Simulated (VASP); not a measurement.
# Na (P6_3/mmc) in VASP: notebook

Runs on Na. Level: PBE. Tasks: single point.

Program: VASP 6.6.1. These are calculated values, not measurements. Logs are shortened: lines on timing, memory, paths and dates and some standing lists are left out, and cuts for length are marked.

## Step 1: The cell of the first run

It takes space group P6_3/mmc (No. 194, hexagonal). Conventional cell: a = 3.765 Å, b = 3.765 Å, c = 6.128 Å, α = 90.00°, β = 90.00°, γ = 120.00°. Within 4.9 Å of Na (site symmetry -6m2) lie 12 Na at 3.76 Å.

## Step 2: Single point, PBE

File INCAR:

```
SYSTEM = Na
ALGO = Normal
EDIFF = 1E-6
ENCUT = 520
GGA = PE
ISIF = 2
ISMEAR = -1
LASPH = .True.
LCHARG = .True.
LELF = .True.
LREAL = .False.
LVHAR = .True.
LWAVE = .False.
NBANDS = 14
NELM = 80
PREC = Accurate
SIGMA = 0.1
```

File KPOINTS:

```
k-points
0
Gamma
  12 12 7
  0 0 0
```

File POSCAR:

```
Na
1.0
    3.7647614770      0.0000000000      0.0000000000
   -1.8823807385      3.2603790782      0.0000000000
    0.0000000000      0.0000000000      6.1282743281
Na
2
Direct
    0.3333333333      0.6666666667      0.2500000000
    0.6666666667      0.3333333333      0.7500000000
```

Potentials or basis: VASP PAW PBE potentials, release 64 (Na_pv).

Launch:

```console
cat potpaw_PBE.64/Na_pv/POTCAR > POTCAR
mpirun -np 1 vasp_std > vasp.out
```

OUTCAR:

```text
SYSTEM = Na
   EDIFF = 1E-6
   ENCUT = 520
   GGA = PE
   ISIF = 2
   ISMEAR = -1
   LASPH = .True.
   LREAL = .False.
   NELM = 80
   PREC = Accurate

 ion  position               nearest neighbor table
   1  0.333  0.667  0.250-
   2  0.667  0.333  0.750-

  LATTYP: Found a hexagonal cell.
 ALAT       =     3.7647614770
 C/A-ratio  =     1.6277988302

  Lattice vectors:

 A1 = (   3.7647614770,   0.0000000000,   0.0000000000)
 A2 = (  -1.8823807385,   3.2603790782,   0.0000000000)
 A3 = (   0.0000000000,   0.0000000000,   6.1282743281)

Analysis of symmetry for initial positions (statically):
=====================================================================
 Subroutine PRICEL returns:
 Original cell was already a primitive cell.

 Routine SETGRP: Setting up the symmetry group for a
 hexagonal supercell.

 Subroutine GETGRP returns: Found 24 space group operations
 (whereof 12 operations were pure point group operations)
 out of a pool of 24 trial point group operations.

The static configuration has the point symmetry D_3d.
 The point group associated with its full space group is D_6h.

Analysis of symmetry for dynamics (positions and initial velocities):
=====================================================================
 Subroutine PRICEL returns:
 Original cell was already a primitive cell.

 Routine SETGRP: Setting up the symmetry group for a
 hexagonal supercell.

 Subroutine GETGRP returns: Found 24 space group operations
 (whereof 12 operations were pure point group operations)
 out of a pool of 24 trial point group operations.

The dynamic configuration has the point symmetry D_3d.
 The point group associated with its full space group is D_6h.

 Subroutine INISYM returns: Found 24 space group operations
 (whereof 12 operations are pure point group operations),
 and found     1 'primitive' translations

----------------------------------------------------------------------------------------

                                     Primitive cell

  volume of cell :      75.2218

  direct lattice vectors                    reciprocal lattice vectors
     3.764761477  0.000000000  0.000000000     0.265621077  0.153356401  0.000000000
    -1.882380738  3.260379078  0.000000000     0.000000000  0.306712801  0.000000000
     0.000000000  0.000000000  6.128274328     0.000000000  0.000000000  0.163178074

  length of vectors
     3.764761477  3.764761477  6.128274328     0.306712801  0.306712801  0.163178074

  position of ions in fractional coordinates (direct lattice)
     0.333333333  0.666666667  0.250000000
     0.666666667  0.333333333  0.750000000

  ion indices of the primitive-cell ions
   primitive index   ion index
                 1           1
                 2           2

----------------------------------------------------------------------------------------

 KPOINTS: k-points

Automatic generation of k-mesh.
 Grid dimensions read from file:
 generate k-points for:   12   12    7

 Generating k-lattice:

  Cartesian coordinates                     Fractional coordinates (reciprocal lattice)
     0.022135090  0.012779700  0.000000000     0.083333333  0.000000000  0.000000000
     0.000000000  0.025559400  0.000000000     0.000000000  0.083333333  0.000000000
     0.000000000  0.000000000  0.023311153     0.000000000  0.000000000  0.142857143

  Length of vectors
     0.025559400  0.025559400  0.023311153

  Shift w.r.t. Gamma in fractional coordinates (k-lattice)
     0.000000000  0.000000000  0.000000000

 Subroutine IBZKPT returns following result:
 ===========================================

 Found     76 irreducible k-points:

 Following reciprocal coordinates:
            Coordinates               Weight
  0.000000  0.000000  0.000000      1.000000
  0.083333 -0.000000  0.000000      6.000000
  0.166667  0.000000  0.000000      6.000000
  0.250000  0.000000  0.000000      6.000000
  0.333333 -0.000000  0.000000      6.000000
  0.416667  0.000000  0.000000      6.000000
[... 16 lines left out ...]
  0.250000  0.000000  0.142857     12.000000
  0.333333 -0.000000  0.142857     12.000000
 [... further k-points ...]
   k-points           NKPTS =     76   k-points in BZ     NKDIM =     76   number of bands    NBANDS=     14
   number of dos      NEDOS =    301   number of ions     NIONS =      2
   total plane-waves  NPLWV =  37632
   dimension x,y,z NGX =    28 NGY =   28 NGZ =   48
   dimension x,y,z NGXF=    56 NGYF=   56 NGZF=   96
   ions per type =               2
   NGX,Y,Z   is equivalent  to a cutoff of  12.36, 12.36, 13.02 a.u.
   NGXF,Y,Z  is equivalent  to a cutoff of  24.73, 24.73, 26.04 a.u.
 SYSTEM =  Na
   PREC   = accura    normal or accurate (medium, high low for compatibility)
   ISTART =      0    job   : 0-new  1-cont  2-samecut
   ICHARG =      2    charge: 1-file 2-atom 10-const
   ISPIN  =      1    spin polarized calculation?
   LNONCOLLINEAR =      F non collinear calculations
   LSORBIT =      F    spin-orbit coupling
   LASPH  =      T    aspherical Exc in radial PAW
   ENCUT  =  520.0 eV  38.22 Ry    6.18 a.u.   7.00  7.00 11.39*2*pi/ulx,y,z
   NELM   =     80;   NELMIN=  2; NELMDL= -5     # of ELM steps
   EDIFF  = 0.1E-05   stopping-criterion for ELM
   LREAL  =      F    real-space projection
[... 7 lines left out ...]
   TEBEG  =    0.0;   TEEND  =   0.0 temperature during run
   PSTRESS=    0.0 pullay stress
   NELECT =      14.0000    total number of electrons
   NUPDOWN=      -1.0000    fix difference up-down
   EMIN   =  10.00;   EMAX   =-10.00  energy-range for DOS
   EFERMI =   0.00;   METHOD = LEGACY
   ISMEAR =    -1;   SIGMA  =   0.10  broadening in eV -4-tet -1-fermi 0-gaus
   EFERMI_NEDOS =   21; number of points for ismear=-14 and -15
   IALGO  =     38    algorithm
   IMIX   =      4    mixing-type and parameters
     AMIX     =   0.40;   BMIX     =  1.00
     AMIX_MAG =   1.60;   BMIX_MAG =  1.00
  volume/ion in A,a.u.               =      37.61       253.81
  Fermi-wavevector in a.u.,A,eV,Ry     =   0.934694  1.766316 11.886776  0.873653
  Thomas-Fermi vector in A             =   2.061525
   LORBIT       =      0    0 simple, 1 ext, 2 COOP (PROOUT), +10 PAW based schemes
   GGA     = PE    functional components
   LHFCALC =     F    Hartree Fock is set to
   AEXX    =    0.0000 exact exchange contribution
   IVDW    =     0    specifies the selected vdW correction
   LEPSILON=     F    determine dielectric tensor
   LRPA    =     F    only Hartree local field effects (RPA)
 non-spin polarized calculation
  energy-cutoff  :      520.00
  volume of cell :       75.22
 maximum number of plane-waves:      2041
 NGX is ok and might be reduce to    28

 number of electron      14.0000008 magnetization

 Free energy of the ion-electron system (eV)
  ---------------------------------------------------
  ext. energy  EPLUGINS =         0.00000000
  ---------------------------------------------------
  free energy    TOTEN  =        -2.63895008 eV

  energy without entropy =       -2.60677522  energy(sigma->0) =       -2.62286265

 E-fermi :   0.2854     XC(G=0):  -6.4642

 val. band max:        0.2816231911   @ k =   0.0833   0.0833   0.1429
 cond. band min:       0.3652285807   @ k =   0.2500   0.0833   0.2857
 fundamental gap:      0.0836053896
 Fermi energy:         0.2854437712

 k-point     1 :       0.0000    0.0000    0.0000
  band No.  band energies     occupation
      1     -24.6540      2.00000
      2     -24.6255      2.00000
      3     -24.6255      2.00000
      4     -24.6207      2.00000
      5     -24.6207      2.00000
      6     -24.6206      2.00000
      7      -2.9615      2.00000
      8       0.8552      0.00669
      9       1.2514      0.00013
     10      10.1607      0.00000
     11      10.1607      0.00000
     12      10.5035      0.00000
     13      10.5035      0.00000
     14      10.6844      0.00000

 k-point     2 :       0.0833   -0.0000    0.0000
  band No.  band energies     occupation
      1     -24.6533      2.00000
      2     -24.6271      2.00000
      3     -24.6260      2.00000
      4     -24.6224      2.00000
      5     -24.6210      2.00000
      6     -24.6209      2.00000
      7      -2.8599      2.00000
      8       0.9454      0.00272
      9       1.3505      0.00005
     10       8.5017      0.00000
     11       9.4081      0.00000
     12       9.8382      0.00000
     13      11.3690      0.00000
     14      11.4928      0.00000

 k-point     3 :       0.1667    0.0000    0.0000
  band No.  band energies     occupation
      1     -24.6512      2.00000
      2     -24.6316      2.00000
      3     -24.6274      2.00000
      4     -24.6271      2.00000
      5     -24.6218      2.00000
      6     -24.6217      2.00000
      7      -2.5564      2.00000
      8       1.2165      0.00018
      9       1.6434      0.00000
     10       6.6419      0.00000
     11       8.6647      0.00000
     12       8.8675      0.00000
     13      10.0179      0.00000
     14      11.0286      0.00000
[... 324 lines left out ...]
 k-point    23 :       0.2500    0.0000    0.1429
  band No.  band energies     occupation
      1     -24.6476      2.00000
      2     -24.6370      2.00000
      3     -24.6342      2.00000
      4     -24.6290      2.00000
      5     -24.6236      2.00000
      6     -24.6232      2.00000
      7      -1.9714      2.00000
      8       0.8492      0.00710
      9       3.0598      0.00000
     10       5.0186      0.00000
     11       7.3760      0.00000
     12       8.1522      0.00000
     13       8.5428      0.00000
     14      10.2548      0.00000

 k-point    24 :       0.3333   -0.0000    0.1429
  band No.  band energies     occupation
      1     -24.6470      2.00000
      2     -24.6413      2.00000
      3     -24.6394      2.00000
      4     -24.6308      2.00000
      5     -24.6253      2.00000
      6     -24.6244      2.00000
      7      -1.2776      2.00000
      8       1.4957      0.00001
      9       3.1831      0.00000
     10       3.9784      0.00000
     11       5.9349      0.00000
     12       7.5996      0.00000
     13       7.7363      0.00000
     14       9.2094      0.00000

 [... further k-points ...]
[... 5 lines left out ...]
  --------------------------------------------------------------------------------------
  -------------------------------------------------------------------------------------
  Total       -0.0429469     -0.0429469     -0.0425708      0.0000000      0.0000000      0.0000000
  in kB       -0.9147420     -0.9147420     -0.9067313      0.0000000      0.0000000      0.0000000
  external PRESSURE =      -0.9120718 kB  Pullay stress =       0.0000000 kB

 VOLUME and BASIS-vectors are now :
 -----------------------------------------------------------------------------
  energy-cutoff  :      520.00
  volume of cell :       75.22
      direct lattice vectors                 reciprocal lattice vectors
     3.764761477  0.000000000  0.000000000     0.265621077  0.153356401  0.000000000
    -1.882380738  3.260379078  0.000000000     0.000000000  0.306712801  0.000000000
     0.000000000  0.000000000  6.128274328     0.000000000  0.000000000  0.163178074

 POSITION                                       TOTAL-FORCE (eV/Angst)
 -----------------------------------------------------------------------------------
     -0.00000      2.17359      1.53207         0.000000     -0.000000     -0.000000
      1.88238      1.08679      4.59621        -0.000000      0.000000      0.000000
 -----------------------------------------------------------------------------------
    total drift:                               -0.000000      0.000000      0.000000

  FREE ENERGIE OF THE ION-ELECTRON SYSTEM (eV)
  ---------------------------------------------------
  free  energy   TOTEN  =        -2.6389500837 eV

  energy  without entropy=       -2.6067752175  energy(sigma->0) =       -2.62286265
```

Wall time 45 s (1 thread of AMD EPYC 9R45 (Zen 5), shared host); peak memory 0.18 GiB.

Results:

* Free energy: -2.6390 eV
* Pressure: -0.1 GPa
* Band gap on the k mesh: zero (band 7 reaches 2.26 eV, above the bottom of band 8 at -1.63 eV)

Levels at points of the mesh, in eV from the Fermi level:
```tsv
k point	band 3	band 4	band 5	band 6	band 7	band 8	band 9	band 10	band 11	band 12
(0.00, 0.00, 0.00)	-24.91	-24.91	-24.91	-24.91	-3.25	0.57	0.97	9.88	9.88	10.22
(0.50, 0.00, 0.00)	-24.92	-24.92	-24.91	-24.91	0.24	0.35	3.84	3.85	4.33	4.55
```

## Step 3: Single point, PBE

File INCAR:

```
PREC = Accurate ; ENCUT = 520
EDIFF = 1E-7 ; ISMEAR = -1
SIGMA = 0.1 ; LREAL = False
LASPH = True ; NELM = 100
ALGO = Normal ; ISIF = 2
LWAVE = False ; LCHARG = False
GGA = PE ; NBANDS = 14
```

File KPOINTS:

```
Automatic mesh
0
Gamma
  12 12 7
```

POSCAR is that of step 2.

Potentials or basis: VASP PAW PBE potentials, release 64 (Na_pv).

Launch:

```console
cat potpaw_PBE.64/Na_pv/POTCAR > POTCAR
mpirun -np 1 vasp_std > vasp.out
```

It took 45 s on 1 thread of AMD EPYC 9R45 (Zen 5), shared host; peak memory 0.17 GiB.

The run converged. Its results:

```yaml
Free_energy: -2.6389 eV
Pressure: -0.1 GPa
Band_gap_on_the_k_mesh: zero (band 7 reaches 2.26 eV, above the bottom of band 8 at -1.63 eV)
```

Levels at points of the mesh, in eV from the Fermi level:
| k point | band 3 | band 4 | band 5 | band 6 | band 7 | band 8 | band 9 | band 10 | band 11 | band 12 |
| --- | --- | --- | --- | --- | --- | --- | --- | --- | --- | --- |
| (0.00, 0.00, 0.00) | -24.91 | -24.91 | -24.91 | -24.91 | -3.25 | 0.57 | 0.97 | 9.88 | 9.88 | 10.22 |
| (0.50, 0.00, 0.00) | -24.92 | -24.92 | -24.91 | -24.91 | 0.24 | 0.35 | 3.84 | 3.85 | 4.33 | 4.55 |

## Step 4: Single point, PBE

This run uses another cell than the first one: it holds 4 atoms, not 2.

File INCAR:

```
PREC = Accurate ; ENCUT = 520
EDIFF = 1E-6 ; ISMEAR = -1
SIGMA = 0.1 ; LREAL = False
LASPH = True ; NELM = 60
ALGO = Normal ; ISIF = 2
LWAVE = False ; LCHARG = False
GGA = PE ; NBANDS = 22
```

File KPOINTS:

```
Automatic mesh
0
Gamma
  7 7 5
```

File POSCAR:

```
Na
1.0
    3.7338461331      0.0000000000      0.0000000000
   -1.8669230665      3.2336056051      0.0000000000
    0.0000000000      0.0000000000     12.4218793759
Na
4
Direct
    0.0000000000      0.0000000000      0.0000000000
    0.0000000000      0.0000000000      0.5000000000
    0.3333333333      0.6666666667      0.2500000000
    0.6666666667      0.3333333333      0.7500000000
```

Launch:

```console
cat potpaw_PBE.64/Na_pv/POTCAR > POTCAR
mpirun -np 1 vasp_std > vasp.out
```

Run time: 51 s. Hardware: 1 thread of AMD EPYC 9R45 (Zen 5), shared host; peak memory 0.23 GiB.

The run converged. Its results:

* Free energy: -5.2988 eV
* Pressure: -0.1 GPa
* Band gap on the k mesh: zero (band 14 reaches 1.47 eV, above the bottom of band 15 at -1.96 eV)

Levels at points of the mesh, in eV from the Fermi level:
```csv
k point,band 12,band 13,band 14,band 15,band 16,band 17,band 18,band 19
"(0.00, 0.00, 0.00)",-24.95,-3.30,-2.30,-2.30,0.43,0.80,5.24,5.24
```
